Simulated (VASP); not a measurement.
# Pt (Im-3m) in VASP: a series of runs

The runs below take Pt through single point, relaxation of cell and atoms, with r2SCAN.

Everything below comes from runs of VASP 6.6.1. Logs are shortened: lines on timing, memory, paths and dates and some standing lists are left out, and cuts for length are marked.

### Step 1. The cell of the first run

The structure is cubic, space group Im-3m (No. 229). The conventional cell has a = 3.140 Å, b = 3.140 Å, c = 3.140 Å, α = 90.00°, β = 90.00°, γ = 90.00°. Pt (site symmetry m-3m) has 14 Pt at 2.72 to 3.14 Å within 3.6 Å.

### Step 2. Single point, r2SCAN

Input file POSCAR:

```
Pt
1.0
   -1.5697861336      1.5697861336      1.5697861336
    1.5697861336     -1.5697861336      1.5697861336
    1.5697861336      1.5697861336     -1.5697861336
Pt
1
Direct
    0.0000000000      0.0000000000      0.0000000000
```

Input file INCAR.step1:

```
PREC = Accurate ; ENCUT = 520
ISMEAR = -1 ; SIGMA = 0.1
LREAL = False ; LASPH = True
NELM = 100 ; NBANDS = 11
GGA = PE ; ALGO = Normal
EDIFF = 1E-4 ; LWAVE = True
LCHARG = False
```

Input file INCAR.step2:

```
PREC = Accurate ; ENCUT = 520
EDIFF = 1E-6 ; ISMEAR = -1
SIGMA = 0.1 ; LREAL = False
LASPH = True ; NELM = 100
ALGO = Normal ; ISIF = 2
LWAVE = False ; LCHARG = True
METAGGA = R2SCAN ; LMIXTAU = True
LELF = True ; LVHAR = True
NBANDS = 11 ; ISTART = 1
```

Input file KPOINTS:

```
regular mesh
0
Gamma
  15 15 15
```

Potentials or basis: VASP PAW PBE potentials, release 64 (Pt).

Launch:

```console
$ cat potpaw_PBE.64/Pt/POTCAR > POTCAR
$ cp INCAR.step1 INCAR
$ mpirun -np 1 vasp_std > vasp.out
$ cp INCAR.step2 INCAR
$ mpirun -np 1 vasp_std > vasp.out
```

OUTCAR:

```text
PREC = Accurate
   ENCUT = 520
   EDIFF = 1E-6
   ISMEAR = -1
   LREAL = False
   LASPH = True
   NELM = 100
   ISIF = 2
   METAGGA = R2SCAN
   ISTART = 1

 ion  position               nearest neighbor table
   1  0.000  0.000  0.000-

  LATTYP: Found a body centered cubic cell.
 ALAT       =     3.1395722672

  Lattice vectors:

 A1 = (  -1.5697861336,   1.5697861336,   1.5697861336)
 A2 = (   1.5697861336,  -1.5697861336,   1.5697861336)
 A3 = (   1.5697861336,   1.5697861336,  -1.5697861336)

Analysis of symmetry for initial positions (statically):
=====================================================================
 Subroutine PRICEL returns:
 Original cell was already a primitive cell.

 Routine SETGRP: Setting up the symmetry group for a
 body centered cubic supercell.

 Subroutine GETGRP returns: Found 48 space group operations
 (whereof 48 operations were pure point group operations)
 out of a pool of 48 trial point group operations.

The static configuration has the point symmetry O_h .

Analysis of symmetry for dynamics (positions and initial velocities):
=====================================================================
 Subroutine PRICEL returns:
 Original cell was already a primitive cell.

 Routine SETGRP: Setting up the symmetry group for a
 body centered cubic supercell.

 Subroutine GETGRP returns: Found 48 space group operations
 (whereof 48 operations were pure point group operations)
 out of a pool of 48 trial point group operations.

The dynamic configuration has the point symmetry O_h .

 Subroutine INISYM returns: Found 48 space group operations
 (whereof 48 operations are pure point group operations),
 and found     1 'primitive' translations

----------------------------------------------------------------------------------------

                                     Primitive cell

  volume of cell :      15.4732

  direct lattice vectors                    reciprocal lattice vectors
    -1.569786134  1.569786134  1.569786134     0.000000000  0.318514726  0.318514726
     1.569786134 -1.569786134  1.569786134     0.318514726  0.000000000  0.318514726
     1.569786134  1.569786134 -1.569786134     0.318514726  0.318514726  0.000000000

  length of vectors
     2.718949340  2.718949340  2.718949340     0.450447845  0.450447845  0.450447845

  position of ions in fractional coordinates (direct lattice)
     0.000000000  0.000000000  0.000000000

  ion indices of the primitive-cell ions
   primitive index   ion index
                 1           1

----------------------------------------------------------------------------------------

 KPOINTS: regular mesh

Automatic generation of k-mesh.
 Grid dimensions read from file:
 generate k-points for:   15   15   15

 Generating k-lattice:

  Cartesian coordinates                     Fractional coordinates (reciprocal lattice)
     0.000000000  0.021234315  0.021234315     0.066666667  0.000000000  0.000000000
     0.021234315  0.000000000  0.021234315     0.000000000  0.066666667  0.000000000
     0.021234315  0.021234315  0.000000000     0.000000000  0.000000000  0.066666667

  Length of vectors
     0.030029856  0.030029856  0.030029856

  Shift w.r.t. Gamma in fractional coordinates (k-lattice)
     0.000000000  0.000000000  0.000000000

 Subroutine IBZKPT returns following result:
 ===========================================

 Found    120 irreducible k-points:

 Following reciprocal coordinates:
            Coordinates               Weight
  0.000000  0.000000  0.000000      1.000000
  0.066667  0.000000  0.000000     12.000000
  0.133333  0.000000  0.000000     12.000000
  0.200000  0.000000  0.000000     12.000000
  0.266667  0.000000  0.000000     12.000000
  0.333333  0.000000  0.000000     12.000000
[... 16 lines left out ...]
  0.333333  0.200000  0.000000     48.000000
  0.400000  0.200000  0.000000     24.000000
 [... further k-points ...]
   k-points           NKPTS =    120   k-points in BZ     NKDIM =    120   number of bands    NBANDS=     11
   number of dos      NEDOS =    301   number of ions     NIONS =      1
   total plane-waves  NPLWV =   8000
   dimension x,y,z NGX =    20 NGY =   20 NGZ =   20
   dimension x,y,z NGXF=    40 NGYF=   40 NGZF=   40
   ions per type =               1
   NGX,Y,Z   is equivalent  to a cutoff of  12.23, 12.23, 12.23 a.u.
   NGXF,Y,Z  is equivalent  to a cutoff of  24.46, 24.46, 24.46 a.u.
 SYSTEM =  unknown system
   PREC   = accura    normal or accurate (medium, high low for compatibility)
   ISTART =      1    job   : 0-new  1-cont  2-samecut
   ICHARG =      0    charge: 1-file 2-atom 10-const
   ISPIN  =      1    spin polarized calculation?
   LNONCOLLINEAR =      F non collinear calculations
   LSORBIT =      F    spin-orbit coupling
   LASPH  =      T    aspherical Exc in radial PAW
   ENCUT  =  520.0 eV  38.22 Ry    6.18 a.u.   5.06  5.06  5.06*2*pi/ulx,y,z
   NELM   =    100;   NELMIN=  2; NELMDL=  0     # of ELM steps
   EDIFF  = 0.1E-05   stopping-criterion for ELM
   LREAL  =      F    real-space projection
   EDIFFG = 0.1E-04   stopping-criterion for IOM
   NSW    =      0    number of steps for IOM
   IBRION =     -1    ionic relax: 0-MD 1-quasi-New 2-CG
   NFREE  =      0    steps in history (QN), initial steepest desc. (CG)
   ISIF   =      2    stress and relaxation
   ISYM   =      2    0-nonsym 1-usesym 2-fastsym
   POTIM  = 0.5000    time-step for ionic-motion
   TEBEG  =    0.0;   TEEND  =   0.0 temperature during run
   PSTRESS=    0.0 pullay stress
   NELECT =      10.0000    total number of electrons
   NUPDOWN=      -1.0000    fix difference up-down
   EMIN   =  10.00;   EMAX   =-10.00  energy-range for DOS
   EFERMI =   0.00;   METHOD = LEGACY
   ISMEAR =    -1;   SIGMA  =   0.10  broadening in eV -4-tet -1-fermi 0-gaus
   EFERMI_NEDOS =   21; number of points for ismear=-14 and -15
   IALGO  =     38    algorithm
   IMIX   =      4    mixing-type and parameters
     AMIX     =   0.40;   BMIX     =  1.00
     AMIX_MAG =   1.60;   BMIX_MAG =  1.00
  volume/ion in A,a.u.               =      15.47       104.42
  Fermi-wavevector in a.u.,A,eV,Ry     =   1.415406  2.674729 27.257557  2.003374
  Thomas-Fermi vector in A             =   2.536848
   LORBIT       =      0    0 simple, 1 ext, 2 COOP (PROOUT), +10 PAW based schemes
   METAGGA = R2SCAN    functional components
   LHFCALC =     F    Hartree Fock is set to
   AEXX    =    0.0000 exact exchange contribution
   IVDW    =     0    specifies the selected vdW correction
   LEPSILON=     F    determine dielectric tensor
   LRPA    =     F    only Hartree local field effects (RPA)
 non-spin polarized calculation
  energy-cutoff  :      520.00
  volume of cell :       15.47
 maximum number of plane-waves:       430
   NGX = 11   NGY = 11   NGZ = 11

 number of electron       9.9999997 magnetization

 Free energy of the ion-electron system (eV)
  ---------------------------------------------------
  ext. energy  EPLUGINS =         0.00000000
  ---------------------------------------------------
  free energy    TOTEN  =       -51.42958862 eV

  energy without entropy =      -51.40537768  energy(sigma->0) =      -51.41748315

 E-fermi :  10.3481     XC(G=0): -14.4232

 val. band max:       10.3341855454   @ k =  -0.4000   0.4000   0.3333
 cond. band min:      10.3642087363   @ k =   0.4667   0.0667  -0.0000
 fundamental gap:      0.0300231909
 Fermi energy:        10.3480819462

 k-point     1 :       0.0000    0.0000    0.0000
  band No.  band energies     occupation
      1       0.3712      2.00000
      2       6.6071      2.00000
      3       6.6071      2.00000
      4       6.6071      2.00000
      5       9.1872      1.99998
      6       9.1872      1.99998
      7      28.4184      0.00000
      8      28.4184      0.00000
      9      28.4184      0.00000
     10      39.1024      0.00000
     11      39.1024      0.00000

 k-point     2 :       0.0667    0.0000    0.0000
  band No.  band energies     occupation
      1       0.5635      2.00000
      2       6.5316      2.00000
      3       6.6077      2.00000
      4       6.7625      2.00000
      5       9.0907      1.99999
      6       9.1920      1.99998
      7      28.5076      0.00000
      8      28.5723      0.00000
      9      28.7004      0.00000
     10      36.7064      0.00000
     11      37.2700      0.00000

 k-point     3 :       0.1333    0.0000    0.0000
  band No.  band energies     occupation
      1       1.1154      2.00000
      2       6.3239      2.00000
      3       6.5950      2.00000
      4       7.2183      2.00000
      5       8.8839      2.00000
      6       9.2098      1.99998
      7      28.5842      0.00000
      8      28.6660      0.00000
      9      29.5175      0.00000
     10      34.8770      0.00000
     11      35.0284      0.00000

 k-point     4 :       0.2000    0.0000    0.0000
  band No.  band energies     occupation
      1       1.9318      2.00000
      2       6.0325      2.00000
      3       6.5789      2.00000
      4       7.9415      2.00000
      5       8.7426      2.00000
      6       9.2477      1.99997
      7      27.5600      0.00000
      8      28.1245      0.00000
      9      30.7881      0.00000
     10      34.0061      0.00000
     11      34.3710      0.00000
[... 239 lines left out ...]
 k-point    22 :       0.2667    0.2000    0.0000
  band No.  band energies     occupation
      1       4.2598      2.00000
      2       5.5754      2.00000
      3       6.5901      2.00000
      4       8.7991      2.00000
      5       9.6137      1.99871
      6      12.4870      0.00000
      7      20.3945      0.00000
      8      23.8669      0.00000
      9      27.5399      0.00000
     10      32.7591      0.00000
     11      36.6370      0.00000

 k-point    23 :       0.3333    0.2000    0.0000
  band No.  band energies     occupation
      1       4.2752      2.00000
      2       5.4623      2.00000
      3       7.1814      2.00000
      4       8.9706      2.00000
      5       9.7836      1.99295
      6      14.0576      0.00000
      7      18.0960      0.00000
      8      22.8293      0.00000
      9      27.0294      0.00000
     10      33.7407      0.00000
     11      35.8155      0.00000

 k-point    24 :       0.4000    0.2000    0.0000
  band No.  band energies     occupation
      1       4.2527      2.00000
      2       5.4279      2.00000
      3       7.4180      2.00000
      4       9.0094      2.00000
      5       9.9386      1.96722
      6      15.2566      0.00000
      7      16.6155      0.00000
      8      22.4189      0.00000
      9      26.8544      0.00000
     10      34.5844      0.00000
     11      34.9725      0.00000

 [... further k-points ...]
[... 5 lines left out ...]
  --------------------------------------------------------------------------------------
  -------------------------------------------------------------------------------------
  Total        0.0659997      0.0659997      0.0659997      0.0000000      0.0000000     -0.0000000
  in kB        6.8339432      6.8339432      6.8339432      0.0000000      0.0000000     -0.0000000
  external PRESSURE =       6.8339432 kB  Pullay stress =       0.0000000 kB

 VOLUME and BASIS-vectors are now :
 -----------------------------------------------------------------------------
  energy-cutoff  :      520.00
  volume of cell :       15.47
      direct lattice vectors                 reciprocal lattice vectors
    -1.569786134  1.569786134  1.569786134     0.000000000  0.318514726  0.318514726
     1.569786134 -1.569786134  1.569786134     0.318514726  0.000000000  0.318514726
     1.569786134  1.569786134 -1.569786134     0.318514726  0.318514726  0.000000000

 POSITION                                       TOTAL-FORCE (eV/Angst)
 -----------------------------------------------------------------------------------
      0.00000      0.00000      0.00000         0.000000     -0.000000      0.000000
 -----------------------------------------------------------------------------------
    total drift:                                0.000000     -0.000000      0.000000

  FREE ENERGIE OF THE ION-ELECTRON SYSTEM (eV)
  ---------------------------------------------------
  free  energy   TOTEN  =       -51.4295886164 eV

  energy  without entropy=      -51.4053776774  energy(sigma->0) =      -51.41748315
```

It took 27 s on 1 thread of Intel Xeon 6975P-C (Granite Rapids), shared host; peak memory 0.14 GiB.

What came out:

- Free energy: -51.4296 eV
- Pressure: 0.7 GPa
- Band gap on the k mesh: zero (band 5 reaches 11.37 eV, above the bottom of band 6 at 9.03 eV)

Levels at points of the mesh, in eV from the Fermi level:
```
           k point  band 3  band 4  band 5  band 6  band 7  band 8
(0.00, 0.00, 0.00)   -3.74   -3.74   -1.16   -1.16   18.07   18.07
```

Caveat: the PAW data sets were made with another functional, which shifts forces and pressure a little; spin-orbit coupling is left out, which moves the levels of the heavy elements.

### Step 3. Single point, r2SCAN

This run uses another cell than the first one, of 15.36 Å³/atom, 0.993 times its volume.

Input file POSCAR:

```
Pt
1.0
   -1.5659584072      1.5659584072      1.5659584072
    1.5659584072     -1.5659584072      1.5659584072
    1.5659584072      1.5659584072     -1.5659584072
Pt
1
Direct
    0.0000000000      0.0000000000      0.0000000000
```

Input file INCAR.step1:

```
SYSTEM = Pt
PREC = Accurate ; ENCUT = 520
ISMEAR = -1 ; SIGMA = 0.1
LREAL = .False. ; LASPH = .True.
NELM = 80 ; NBANDS = 11
GGA = PE ; ALGO = Normal
EDIFF = 1E-4 ; LWAVE = .True.
LCHARG = .False.
```

Input file INCAR.step2:

```
SYSTEM = Pt
PREC = Accurate ; ENCUT = 520
EDIFF = 1E-7 ; ISMEAR = -1
SIGMA = 0.1 ; LREAL = .False.
LASPH = .True. ; NELM = 80
ALGO = Normal ; ISIF = 2
LWAVE = .False. ; LCHARG = .True.
METAGGA = R2SCAN ; LMIXTAU = .True.
LELF = .True. ; LVHAR = .True.
NBANDS = 11 ; ISTART = 1
```

Input file KPOINTS:

```
regular mesh
0
Gamma
  15 15 15
  0 0 0
```

Potentials or basis: VASP PAW PBE potentials, release 64 (Pt).

Launch:

```console
$ cat potpaw_PBE.64/Pt/POTCAR > POTCAR
$ cp INCAR.step1 INCAR
$ mpirun -np 1 vasp_std > vasp.out
$ cp INCAR.step2 INCAR
$ mpirun -np 1 vasp_std > vasp.out
```

Wall time 31 s (1 thread of Intel Xeon 6975P-C (Granite Rapids), shared host); peak memory 0.14 GiB.

It converged, with:

```yaml
Free_energy: -51.4284 eV
Pressure: 2.6 GPa
Band_gap_on_the_k_mesh: zero (band 5 reaches 11.52 eV, above the bottom of band 6 at 9.15 eV)
```

Levels at points of the mesh, in eV from the Fermi level:
```
           k point  band 1  band 2  band 3  band 4  band 5  band 6  band 7  band 8  band 9  band 10
(0.00, 0.00, 0.00)  -10.06   -3.78   -3.78   -3.78   -1.17   -1.17   18.07   18.07   18.07    28.85
```

Caveat: the PAW data sets were made with another functional, which shifts forces and pressure a little; spin-orbit coupling is left out, which moves the levels of the heavy elements.

### Step 4. Relaxation of cell and atoms, r2SCAN

This run uses another cell than the first one, of 15.90 Å³/atom, 1.028 times its volume.

Input file POSCAR:

```
Pt
1.0
   -1.5842200000      1.5842200000      1.5842200000
    1.5842200000     -1.5842200000      1.5842200000
    1.5842200000      1.5842200000     -1.5842200000
Pt
1
Direct
    0.0000000000      0.0000000000      0.0000000000
```

Input file INCAR.step1:

```
PREC     = Accurate       # precision mode
ENCUT    = 600            # plane-wave cutoff, eV
ISMEAR   = -1             # smearing method
SIGMA    = 0.1            # smearing width, eV
LREAL    = False          # projectors in reciprocal space
LASPH    = True           # aspherical terms in the spheres
NELM     = 60             # most SCF steps
GGA      = PE             # functional
ALGO     = Normal         # electronic algorithm
EDIFF    = 1E-4           # SCF threshold, eV
LWAVE    = True           # write WAVECAR
LCHARG   = False          # write CHGCAR
```

Input file INCAR.step2:

```
PREC     = Accurate       # precision mode
ENCUT    = 600            # plane-wave cutoff, eV
EDIFF    = 1E-6           # SCF threshold, eV
ISMEAR   = -1             # smearing method
SIGMA    = 0.1            # smearing width, eV
LREAL    = False          # projectors in reciprocal space
LASPH    = True           # aspherical terms in the spheres
NELM     = 60             # most SCF steps
ALGO     = Normal         # electronic algorithm
ISIF     = 3              # what is computed and relaxed
LWAVE    = False          # write WAVECAR
LCHARG   = False          # write CHGCAR
METAGGA  = R2SCAN         # meta-GGA
LMIXTAU  = True         
IBRION   = 2              # ionic algorithm
NSW      = 80             # ionic steps
EDIFFG   = -0.005         # ionic threshold
ISTART   = 1
```

Input file KPOINTS:

```
regular mesh
0
Gamma
  15 15 15
```

Launch:

```console
$ cat potpaw_PBE.64/Pt/POTCAR > POTCAR
$ cp INCAR.step1 INCAR
$ mpirun -np 1 vasp_std > vasp.out
$ cp INCAR.step2 INCAR
$ mpirun -np 1 vasp_std > vasp.out
```

Wall time 1.9 min (1 thread of Intel Xeon 6975P-C (Granite Rapids), shared host); peak memory 0.18 GiB.

It converged, with:

```
Free energy                            : -51.4288 eV
Relaxed volume                         : 15.52 Å³/atom
Relaxed cell                           : a = 2.722 Å, b = 2.722 Å, c = 2.722 Å, α = 109.47°, β = 109.47°, γ = 109.47°
Space group after relaxing (to 0.05 Å) : Im-3m (No. 229)
Energy gained by relaxing              : 7.4 meV/atom
Ionic steps                            : 6
Pressure after relaxing                : 0.0 GPa
Band gap on the k mesh                 : zero (band 5 reaches 11.31 eV, above the bottom of band 6 at 8.98 eV)
```

Step by step:
```csv
step,energy change (eV),largest force (eV/Å),pressure (GPa),volume (Å³)
1,0.0000,0.0000,-5.94,15.90
2,0.0443,0.0000,19.01,14.58
3,-0.0074,0.0000,-0.12,15.53
4,-0.0074,0.0000,0.05,15.52
5,-0.0074,0.0000,-0.22,15.53
6,-0.0074,0.0000,0.01,15.52
```

Final structure:
```
Pt
1.0
    -1.57137    1.57137    1.57137
     1.57137   -1.57137    1.57137
     1.57137    1.57137   -1.57137
Pt
1
Direct
  0.00000 0.00000 0.00000
```

Levels at points of the mesh, in eV from the Fermi level:
| k point | band 3 | band 4 | band 5 | band 6 | band 7 | band 8 |
| --- | --- | --- | --- | --- | --- | --- |
| (0.00, 0.00, 0.00) | -3.72 | -3.72 | -1.16 | -1.16 | 18.07 | 18.07 |

Caveat: the PAW data sets were made with another functional, which shifts forces and pressure a little; spin-orbit coupling is left out, which moves the levels of the heavy elements.

(Continued in part 2 of 2.)
